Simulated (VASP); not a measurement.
# Zn (Im-3m) in VASP: notebook

The runs below take Zn through single point, with PBEsol.

All numbers are computed with VASP 6.6.1; they aren't measurements. Logs are shortened: lines on timing, memory, paths and dates and some standing lists are left out, and cuts for length are marked.

## (1) The cell of the first run

It takes space group Im-3m (No. 229, cubic). The conventional cell has a = 2.418 Å, b = 2.418 Å, c = 2.418 Å, α = 90.00°, β = 90.00°, γ = 90.00°. Within 2.8 Å of Zn (site symmetry m-3m) lie 14 Zn at 2.09 to 2.42 Å.

## (2) Single point, PBEsol

INCAR reads:

```
PREC     = Accurate       # precision mode
ENCUT    = 520            # plane-wave cutoff, eV
EDIFF    = 1E-6           # SCF threshold, eV
ISMEAR   = -1             # smearing method
SIGMA    = 0.08           # smearing width, eV
LREAL    = False          # projectors in reciprocal space
LASPH    = True           # aspherical terms in the spheres
NELM     = 100            # most SCF steps
ALGO     = Normal         # electronic algorithm
ISIF     = 2              # what is computed and relaxed
LWAVE    = False          # write WAVECAR
LCHARG   = False          # write CHGCAR
GGA      = PS             # functional
NBANDS   = 12             # bands
```

KPOINTS reads:

```
regular mesh
0
Gamma
  22 22 22
```

POSCAR reads:

```
Zn
1.0
   -1.2090837053      1.2090837053      1.2090837053
    1.2090837053     -1.2090837053      1.2090837053
    1.2090837053      1.2090837053     -1.2090837053
Zn
1
Direct
    0.0000000000      0.0000000000      0.0000000000
```

Potentials or basis: VASP PAW PBE potentials, release 64 (Zn).

The run is started by

```sh
cat potpaw_PBE.64/Zn/POTCAR > POTCAR
mpirun -np 1 vasp_std > vasp.out
```

OUTCAR:

```text
PREC = Accurate
   ENCUT = 520
   EDIFF = 1E-6
   ISMEAR = -1
   LREAL = False
   LASPH = True
   NELM = 100
   ISIF = 2
   GGA = PS

 ion  position               nearest neighbor table
   1  0.000  0.000  0.000-

  LATTYP: Found a body centered cubic cell.
 ALAT       =     2.4181674106

  Lattice vectors:

 A1 = (  -1.2090837053,   1.2090837053,   1.2090837053)
 A2 = (   1.2090837053,  -1.2090837053,   1.2090837053)
 A3 = (   1.2090837053,   1.2090837053,  -1.2090837053)

Analysis of symmetry for initial positions (statically):
=====================================================================
 Subroutine PRICEL returns:
 Original cell was already a primitive cell.

 Routine SETGRP: Setting up the symmetry group for a
 body centered cubic supercell.

 Subroutine GETGRP returns: Found 48 space group operations
 (whereof 48 operations were pure point group operations)
 out of a pool of 48 trial point group operations.

The static configuration has the point symmetry O_h .

Analysis of symmetry for dynamics (positions and initial velocities):
=====================================================================
 Subroutine PRICEL returns:
 Original cell was already a primitive cell.

 Routine SETGRP: Setting up the symmetry group for a
 body centered cubic supercell.

 Subroutine GETGRP returns: Found 48 space group operations
 (whereof 48 operations were pure point group operations)
 out of a pool of 48 trial point group operations.

The dynamic configuration has the point symmetry O_h .

 Subroutine INISYM returns: Found 48 space group operations
 (whereof 48 operations are pure point group operations),
 and found     1 'primitive' translations

----------------------------------------------------------------------------------------

                                     Primitive cell

  volume of cell :       7.0702

  direct lattice vectors                    reciprocal lattice vectors
    -1.209083705  1.209083705  1.209083705     0.000000000  0.413536298  0.413536298
     1.209083705 -1.209083705  1.209083705     0.413536298  0.000000000  0.413536298
     1.209083705  1.209083705 -1.209083705     0.413536298  0.413536298  0.000000000

  length of vectors
     2.094194408  2.094194408  2.094194408     0.584828642  0.584828642  0.584828642

  position of ions in fractional coordinates (direct lattice)
     0.000000000  0.000000000  0.000000000

  ion indices of the primitive-cell ions
   primitive index   ion index
                 1           1

----------------------------------------------------------------------------------------

 KPOINTS: regular mesh

Automatic generation of k-mesh.
 Grid dimensions read from file:
 generate k-points for:   22   22   22

 Generating k-lattice:

  Cartesian coordinates                     Fractional coordinates (reciprocal lattice)
     0.000000000  0.018797104  0.018797104     0.045454545  0.000000000  0.000000000
     0.018797104  0.000000000  0.018797104     0.000000000  0.045454545  0.000000000
     0.018797104  0.018797104  0.000000000     0.000000000  0.000000000  0.045454545

  Length of vectors
     0.026583120  0.026583120  0.026583120

  Shift w.r.t. Gamma in fractional coordinates (k-lattice)
     0.000000000  0.000000000  0.000000000

 Subroutine IBZKPT returns following result:
 ===========================================

 Found    328 irreducible k-points:

 Following reciprocal coordinates:
            Coordinates               Weight
  0.000000  0.000000  0.000000      1.000000
  0.045455  0.000000  0.000000     12.000000
  0.090909  0.000000  0.000000     12.000000
  0.136364  0.000000  0.000000     12.000000
  0.181818  0.000000  0.000000     12.000000
  0.227273  0.000000  0.000000     12.000000
[... 16 lines left out ...]
  0.090909  0.090909  0.000000     24.000000
  0.136364  0.090909 -0.000000     48.000000
 [... further k-points ...]
   k-points           NKPTS =    328   k-points in BZ     NKDIM =    328   number of bands    NBANDS=     12
   number of dos      NEDOS =    301   number of ions     NIONS =      1
   total plane-waves  NPLWV =   4096
   dimension x,y,z NGX =    16 NGY =   16 NGZ =   16
   dimension x,y,z NGXF=    32 NGYF=   32 NGZF=   32
   ions per type =               1
   NGX,Y,Z   is equivalent  to a cutoff of  12.70, 12.70, 12.70 a.u.
   NGXF,Y,Z  is equivalent  to a cutoff of  25.40, 25.40, 25.40 a.u.
 SYSTEM =  unknown system
   PREC   = accura    normal or accurate (medium, high low for compatibility)
   ISTART =      0    job   : 0-new  1-cont  2-samecut
   ICHARG =      2    charge: 1-file 2-atom 10-const
   ISPIN  =      1    spin polarized calculation?
   LNONCOLLINEAR =      F non collinear calculations
   LSORBIT =      F    spin-orbit coupling
   LASPH  =      T    aspherical Exc in radial PAW
   ENCUT  =  520.0 eV  38.22 Ry    6.18 a.u.   3.89  3.89  3.89*2*pi/ulx,y,z
   NELM   =    100;   NELMIN=  2; NELMDL= -5     # of ELM steps
   EDIFF  = 0.1E-05   stopping-criterion for ELM
   LREAL  =      F    real-space projection
[... 7 lines left out ...]
   TEBEG  =    0.0;   TEEND  =   0.0 temperature during run
   PSTRESS=    0.0 pullay stress
   NELECT =      12.0000    total number of electrons
   NUPDOWN=      -1.0000    fix difference up-down
   EMIN   =  10.00;   EMAX   =-10.00  energy-range for DOS
   EFERMI =   0.00;   METHOD = LEGACY
   ISMEAR =    -1;   SIGMA  =   0.08  broadening in eV -4-tet -1-fermi 0-gaus
   EFERMI_NEDOS =   21; number of points for ismear=-14 and -15
   IALGO  =     38    algorithm
   IMIX   =      4    mixing-type and parameters
     AMIX     =   0.40;   BMIX     =  1.00
     AMIX_MAG =   1.60;   BMIX_MAG =  1.00
  volume/ion in A,a.u.               =       7.07        47.71
  Fermi-wavevector in a.u.,A,eV,Ry     =   1.952805  3.690266 51.885102  3.813447
  Thomas-Fermi vector in A             =   2.979774
   LORBIT       =      0    0 simple, 1 ext, 2 COOP (PROOUT), +10 PAW based schemes
   GGA     = PS    functional components
   LHFCALC =     F    Hartree Fock is set to
   AEXX    =    0.0000 exact exchange contribution
   IVDW    =     0    specifies the selected vdW correction
   LEPSILON=     F    determine dielectric tensor
   LRPA    =     F    only Hartree local field effects (RPA)
 non-spin polarized calculation
  energy-cutoff  :      520.00
  volume of cell :        7.07
 maximum number of plane-waves:       202
   NGX =  7   NGY =  7   NGZ =  7

 number of electron      11.9999981 magnetization

 Free energy of the ion-electron system (eV)
  ---------------------------------------------------
  ext. energy  EPLUGINS =         0.00000000
  ---------------------------------------------------
  free energy    TOTEN  =         2.55180529 eV

  energy without entropy =        2.55651281  energy(sigma->0) =        2.55415905

 E-fermi :  13.2209     XC(G=0): -16.4513

 val. band max:       13.2203113412   @ k =   0.4091   0.0909   0.0909
 cond. band min:      13.2407175702   @ k =   0.4091   0.1364   0.0455
 fundamental gap:      0.0204062289
 Fermi energy:        13.2208518103

 k-point     1 :       0.0000    0.0000    0.0000
  band No.  band energies     occupation
      1      -7.5716      2.00000
      2      -0.3718      2.00000
      3      -0.3718      2.00000
      4      -0.3718      2.00000
      5       1.4486      2.00000
      6       1.4486      2.00000
      7      39.5819      0.00000
      8      39.5819      0.00000
      9      39.5819      0.00000
     10      45.7156      0.00000
     11      45.7156      0.00000
     12      48.7175      0.00000

 k-point     2 :       0.0455    0.0000    0.0000
  band No.  band energies     occupation
      1      -7.4567      2.00000
      2      -0.3989      2.00000
      3      -0.3719      2.00000
      4      -0.3162      2.00000
      5       1.4211      2.00000
      6       1.4508      2.00000
      7      38.5011      0.00000
      8      39.3390      0.00000
      9      39.4013      0.00000
     10      45.0346      0.00000
     11      46.0344      0.00000
     12      46.3986      0.00000

 k-point     3 :       0.0909    0.0000    0.0000
  band No.  band energies     occupation
      1      -7.1167      2.00000
      2      -0.4775      2.00000
      3      -0.3755      2.00000
      4      -0.1521      2.00000
      5       1.3487      2.00000
      6       1.4577      2.00000
      7      36.0307      0.00000
      8      38.5373      0.00000
      9      38.9390      0.00000
     10      43.9892      0.00000
     11      44.4323      0.00000
     12      44.7263      0.00000
[... 286 lines left out ...]
 k-point    23 :       0.0909    0.0909    0.0000
  band No.  band energies     occupation
      1      -6.2462      2.00000
      2      -0.6014      2.00000
      3      -0.5116      2.00000
      4       0.3112      2.00000
      5       1.1922      2.00000
      6       1.5034      2.00000
      7      32.5439      0.00000
      8      34.2238      0.00000
      9      39.5920      0.00000
     10      39.6975      0.00000
     11      43.9706      0.00000
     12      46.0059      0.00000

 k-point    24 :       0.1364    0.0909   -0.0000
  band No.  band energies     occupation
      1      -5.5358      2.00000
      2      -0.7369      2.00000
      3      -0.5800      2.00000
      4       0.6898      2.00000
      5       1.1169      2.00000
      6       1.5454      2.00000
      7      29.8634      0.00000
      8      32.4080      0.00000
      9      37.6900      0.00000
     10      39.5546      0.00000
     11      44.1870      0.00000
     12      45.9944      0.00000

 [... further k-points ...]

------------------------ aborting loop because EDIFF is reached ----------------------------------------

  FORCE on cell =-STRESS in cart. coord.  units (eV):
  Direction    XX          YY          ZZ          XY          YZ          ZX
  --------------------------------------------------------------------------------------
  -------------------------------------------------------------------------------------
  Total       15.8396545     15.8396545     15.8396545      0.0000000      0.0000000     -0.0000000
  in kB     3589.4440685   3589.4440685   3589.4440685      0.0000000      0.0000000     -0.0000000
  external PRESSURE =    3589.4440685 kB  Pullay stress =       0.0000000 kB

 VOLUME and BASIS-vectors are now :
 -----------------------------------------------------------------------------
  energy-cutoff  :      520.00
  volume of cell :        7.07
      direct lattice vectors                 reciprocal lattice vectors
    -1.209083705  1.209083705  1.209083705     0.000000000  0.413536298  0.413536298
     1.209083705 -1.209083705  1.209083705     0.413536298  0.000000000  0.413536298
     1.209083705  1.209083705 -1.209083705     0.413536298  0.413536298  0.000000000

 POSITION                                       TOTAL-FORCE (eV/Angst)
 -----------------------------------------------------------------------------------
      0.00000      0.00000      0.00000         0.000000     -0.000000     -0.000000
 -----------------------------------------------------------------------------------
    total drift:                                0.000000      0.000000     -0.000000

  FREE ENERGIE OF THE ION-ELECTRON SYSTEM (eV)
  ---------------------------------------------------
  free  energy   TOTEN  =         2.5518052923 eV

  energy  without entropy=        2.5565128119  energy(sigma->0) =        2.55415905
```

Wall time 18 s (1 thread of Intel Xeon Platinum 8259CL at 2.50GHz (Skylake/Cascade Lake), shared host); peak memory 0.13 GiB.

Results:

- Free energy: 2.5518 eV
- Pressure: 358.9 GPa
- Band gap on the k mesh: zero (band 6 reaches 17.44 eV, above the bottom of band 7 at 12.40 eV)

Levels at points of the mesh, in eV from the Fermi level:
```csv
k point,band 2,band 3,band 4,band 5,band 6,band 7,band 8,band 9,band 10,band 11
"(0.00, 0.00, 0.00)",-13.59,-13.59,-13.59,-11.77,-11.77,26.36,26.36,26.36,32.49,32.49
"(0.50, 0.00, 0.00)",-14.86,-11.82,-11.56,-10.45,-8.80,-0.22,16.52,18.44,22.39,28.21
"(0.50, 0.50, 0.50)",-16.28,-10.76,-10.76,-10.76,4.22,4.22,4.22,11.09,11.09,19.32
```

Caveat: the PAW data sets were made with another functional, which shifts forces and pressure a little.

## (3) Single point, PBEsol

INCAR reads:

```
SYSTEM = Zn
PREC = Accurate ; ENCUT = 520
EDIFF = 1E-7 ; ISMEAR = -1
SIGMA = 0.08 ; LREAL = .FALSE.
LASPH = .TRUE. ; NELM = 60
ALGO = Normal ; ISIF = 2
LWAVE = .FALSE. ; LCHARG = .TRUE.
GGA = PS ; LELF = .TRUE.
LVHAR = .TRUE. ; NBANDS = 12
```

KPOINTS reads:

```
regular mesh
0
G
  22 22 22
  0 0 0
```

POSCAR is that of step 2.

Potentials or basis: VASP PAW PBE potentials, release 64 (Zn).

The run is started by

```sh
cat potpaw_PBE.64/Zn/POTCAR > POTCAR
mpirun -np 1 vasp_std > vasp.out
```

Run time: 14 s. Hardware: 1 thread of Intel Xeon Platinum 8259CL at 2.50GHz (Skylake/Cascade Lake), shared host; peak memory 0.13 GiB.

It converged, with:

```
Free energy            : 2.5518 eV
Pressure               : 359.0 GPa
Band gap on the k mesh : zero (band 6 reaches 17.44 eV, above the bottom of band 7 at 12.40 eV)
```

Levels at points of the mesh, in eV from the Fermi level:
| k point | band 2 | band 3 | band 4 | band 5 | band 6 | band 7 | band 8 | band 9 | band 10 | band 11 |
| --- | --- | --- | --- | --- | --- | --- | --- | --- | --- | --- |
| (0.00, 0.00, 0.00) | -13.59 | -13.59 | -13.59 | -11.77 | -11.77 | 26.36 | 26.36 | 26.36 | 32.49 | 32.49 |
| (0.50, 0.00, 0.00) | -14.86 | -11.82 | -11.56 | -10.45 | -8.80 | -0.22 | 16.52 | 18.44 | 22.39 | 28.21 |
| (0.50, 0.50, 0.50) | -16.28 | -10.76 | -10.76 | -10.76 | 4.22 | 4.22 | 4.22 | 11.09 | 11.09 | 19.32 |

Caveat: the PAW data sets were made with another functional, which shifts forces and pressure a little.
